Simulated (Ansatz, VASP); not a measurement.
## One calculation of CaO, two programs

The input POSCAR:

```
CaO
1.0
    0.0000000000      2.6064387314      2.6064387314
    2.6064387314      0.0000000000      2.6064387314
    2.6064387314      2.6064387314      0.0000000000
Ca O
1 1
Direct
    0.0000000000      0.0000000000      0.0000000000
    0.2500000000      0.2500000000      0.2500000000
```

INCAR.step1

```
SYSTEM = CaO
  PREC = Accurate
  ENCUT = 520
  ISMEAR = 0
  SIGMA = 0.05
  LREAL = .False.
  LASPH = .True.
  NELM = 80
  NBANDS = 15
  GGA = PE
  ALGO = Normal
  EDIFF = 1E-4
  LWAVE = .True.
  LCHARG = .False.
```

INCAR.step2

```
SYSTEM = CaO
  PREC = Accurate
  ENCUT = 520
  EDIFF = 1E-6
  ISMEAR = 0
  SIGMA = 0.05
  LREAL = .False.
  LASPH = .True.
  NELM = 80
  ALGO = Normal
  ISIF = 2
  LWAVE = .False.
  LCHARG = .True.
  METAGGA = R2SCAN
  LMIXTAU = .True.
  LELF = .True.
  LVHAR = .True.
  NBANDS = 15
  ISTART = 1
```

KPOINTS

```
Automatic mesh
0
Gamma
  8 8 8
  0 0 0
```

Input for Ansatz:

```yaml
crystal:
  lattice:
    - [0.0, 2.6064387314, 2.6064387314]
    - [2.6064387314, 0.0, 2.6064387314]
    - [2.6064387314, 2.6064387314, 0.0]
  atoms:
    - { symbol: Ca, position: [0.0, 0.0, 0.0] }
    - { symbol: O, position: [0.25, 0.25, 0.25] }
basis:
  ecutwfc: 500
  ecutrho_ratio: 4
kpoints:
  mp_grid: { grid: [8, 8, 8] }
hamiltonian:
  xc: r2scan
scf:
  occupations: { method: gaussian, width: 0.05 }
output:
  forces: true
  stress: true
  eigenvalues: true
```

Alike in both runs: task single point; functional r2SCAN; k mesh 8 × 8 × 8; occupations gaussian, width 0.05 eV; no spin polarisation.

|  | VASP | Ansatz |
| --- | --- | --- |
| version | VASP 6.6.1 | Ansatz 0.2.0 |
| potentials or method | VASP PAW PBE potentials, release 64 (Ca_sv, O), cutoff 520 eV | scalar-relativistic, plane waves, PAW |
| valence electrons in the cell | 16 | 16 |

```tsv
	VASP	Ansatz	Ansatz less VASP
gap on the k mesh at the Fermi level (eV)	3.73	3.76	+0.026
least direct gap on the mesh (eV)	4.36	4.38	+0.017
pressure (GPa)	0.9	0.0	-0.93
```

VASP's potentials were made for PBE, not for r2SCAN.
